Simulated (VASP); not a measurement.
A run of VASP 6.6.1:

File INCAR:

```
ALGO = Normal
EDIFF = 1E-6
ENCUT = 500
GGA = PE
GGA_COMPAT = F
ISIF = 2
ISMEAR = 0
LASPH = T
LCHARG = T
LELF = T
LREAL = F
LVHAR = T
LWAVE = F
NBANDS = 15
NELM = 120
PREC = Accurate
SIGMA = 0.1
```

The input KPOINTS:

```
k-points
0
Gamma
  6 6 4
```

POSCAR

```
B3P
1.0
    2.8860029227      0.0000000000      0.0000000000
   -1.4430014613      2.4993518465      0.0000000000
    0.0000000000      0.0000000000      4.7701981794
B P
3 1
Direct
    0.6666666667      0.3333333333      0.1677834746
    0.6666666667      0.3333333333      0.8322165254
    0.0000000000      0.0000000000      0.0000000000
    0.0000000000      0.0000000000      0.5000000000
```

Potentials or basis: VASP PAW PBE potentials, release 64 (B, P).

Launch:

```bash
$ cat potpaw_PBE.64/B/POTCAR potpaw_PBE.64/P/POTCAR > POTCAR
$ mpirun -np 1 vasp_std > vasp.out
```

Hardware: 1 thread of Intel Xeon 8259CL, with other jobs on the host.

How long does it take, and how much memory?

Run time: 9.7 s on 1 thread of Intel Xeon 8259CL (shared host), peak memory 0.15 GiB. Counts: scf iterations 13, k points 21.
